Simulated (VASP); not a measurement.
Write the native input for VASP 6.6.1 that does the following.

```yaml
Task: single point
Functional: PBE
Potentials_or_basis: VASP PAW PBE potentials, release 64 (Ga_d, P)
Cutoff: 520 eV
k_mesh: 8 × 8 × 8
Occupations: fermi-dirac, width 0.02 eV
Spin: no spin polarisation
Dipole_correction: no
Further_INCAR_settings: ALGO = Normal; EDIFF = 1e-07; NBANDS = 16
```

The structure of GaP lies in POSCAR:

```
GaP
1.0
    0.0000000000      2.7253992947      2.7253992947
    2.7016883208      0.0000000000      2.7253992947
    2.7016883208      2.7253992947      0.0000000000
Ga P
1 1
Direct
    0.0000000000      0.0000000000      0.0000000000
    0.2500000000      0.2500000000      0.2500000000
```

This cell differs from its parent crystal: uniaxial x strain -0.9%.

These files were run (other wordings do the same):

INCAR

```
  ALGO = Normal
  EDIFF = 1E-7
  ENCUT = 520
  GGA = PE
  ISIF = 2
  ISMEAR = -1
  LASPH = True
  LCHARG = True
  LELF = True
  LREAL = False
  LVHAR = True
  LWAVE = False
  NBANDS = 16
  NELM = 100
  PREC = Accurate
  SIGMA = 0.02
```

KPOINTS

```
k-points
0
Gamma
  8 8 8
```

Potentials or basis: VASP PAW PBE potentials, release 64 (Ga_d, P).

The run is started by

```bash
$ cat potpaw_PBE.64/Ga_d/POTCAR potpaw_PBE.64/P/POTCAR > POTCAR
$ mpirun -np 1 vasp_std > vasp.out
```

It gave:

| Quantity | Value |
| --- | --- |
| Pressure | 3.2 GPa |
| Band gap on the k mesh | 1.54 eV, indirect (least direct gap 1.86 eV) |

Caveat: the cell differs from its parent crystal (uniaxial x strain -0.9%).

Wall time 20 s on 1 thread of Intel(R) Xeon(R) 6975P-C (Granite Rapids), with other jobs on the host, peak memory 0.18 GiB.
